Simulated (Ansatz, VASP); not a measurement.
MgO: VASP beside Ansatz

Contents of INCAR:

```
SYSTEM = MgO
PREC = Accurate
ENCUT = 840
EDIFF = 1E-6
ISMEAR = 0
SIGMA = 0.02
LREAL = .False.
LASPH = .True.
NELM = 120
ALGO = Normal
ISIF = 2
LWAVE = .False.
LCHARG = .False.
GGA = PE
NBANDS = 15
GGA_COMPAT = .False.
```

KPOINTS

```
regular mesh
0
Gamma
  8 8 8
  0 0 0
```

The input POSCAR:

```
MgO
1.0
    0.0000000000      2.1085000000      2.1085000000
    2.1085000000      0.0000000000      2.1085000000
    2.1085000000      2.1085000000      0.0000000000
Mg O
1 1
Direct
    0.0000000000      0.0000000000      0.0000000000
    0.5000000000      0.5000000000      0.5000000000
```

Input for Ansatz:

```yaml
crystal:
  lattice:
    - [0.0, 2.1085, 2.1085]
    - [2.1085, 0.0, 2.1085]
    - [2.1085, 2.1085, 0.0]
  atoms:
    - { symbol: Mg, position: [0.0, 0.0, 0.0] }
    - { symbol: O, position: [0.5, 0.5, 0.5] }
basis:
  ecutwfc: 420
kpoints:
  mp_grid: { grid: [8, 8, 8] }
hamiltonian:
  xc: pbe
scf:
  occupations: { method: gaussian, width: 0.02 }
output:
  forces: true
  stress: true
  eigenvalues: true
```

Alike in both runs: task single point; functional PBE; k mesh 8 × 8 × 8; occupations gaussian, width 0.02 eV; no spin polarisation.

|  | VASP | Ansatz |
| --- | --- | --- |
| version | VASP 6.6.1 | Ansatz 0.2.0 |
| potentials or method | VASP PAW PBE potentials, release 64 (Mg_sv, O), cutoff 840 eV | scalar-relativistic, plane waves, PAW |
| valence electrons in the cell | 16 | 16 |

```tsv
	VASP	Ansatz	Ansatz less VASP
gap on the k mesh at the Fermi level (eV)	4.71	4.71	+0.003
least direct gap on the mesh (eV)	4.71	4.71	+0.003
pressure (GPa)	4.2	4.1	-0.10
```
